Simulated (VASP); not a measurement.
SiSn5: single point with PBE

Crystal: SiSn5.

```xyz
6
Lattice="3.3671 0.0000 0.0000 -1.6836 2.9160 0.0000 0.0000 0.0000 15.8429" Properties=species:S:1:pos:R:3 pbc="T T T"
Si    0.0000    0.0000    0.0000
Sn    1.6836    0.9720   13.5776
Sn    0.0000    0.0000   10.7115
Sn    1.6836    0.9720    7.9214
Sn    0.0000    0.0000    5.1314
Sn    1.6836    0.9720    2.2653
```

The cell was built from a structure type or drawn by symmetry, and may not be a known phase.

| Item | Value |
| --- | --- |
| Program | VASP 6.6.1 |
| Task | single point |
| Functional | PBE |
| Potentials or basis | VASP PAW PBE potentials, release 64 (Si, Sn_d) |
| Cutoff | 520 eV |
| k mesh | 12 × 12 × 4 |
| Occupations | gaussian, width 0.1 eV |
| Spin | no spin polarisation |

| Quantity | Value |
| --- | --- |
| Pressure | -0.1 GPa |
| Band gap on the k mesh | zero (bands 37 and 38 overlap by 6.54 eV) |

Levels at points of the mesh, in eV from the Fermi level:
| k point | band 35 | band 36 | band 37 | band 38 | band 39 | band 40 |
| --- | --- | --- | --- | --- | --- | --- |
| (0.00, 0.00, 0.00) | 3.81 | 3.81 | 4.36 | 4.36 | 6.07 | 6.07 |
| (0.50, 0.00, 0.00) | -2.95 | -1.99 | -0.97 | -0.71 | 1.12 | 1.32 |
| (0.00, 0.00, 0.50) | 1.88 | 3.81 | 3.81 | 6.03 | 6.03 | 6.36 |
| (0.50, 0.00, 0.50) | -2.80 | -2.25 | -1.50 | 0.47 | 0.74 | 1.12 |

Run time: 9.5 min on 1 thread of Intel(R) Xeon(R) Platinum 8259CL CPU @ 2.50GHz (Skylake/Cascade Lake), with other jobs on the host, peak memory 0.48 GiB.

Caveat: spin-orbit coupling is left out, which moves the levels of the heavy elements.
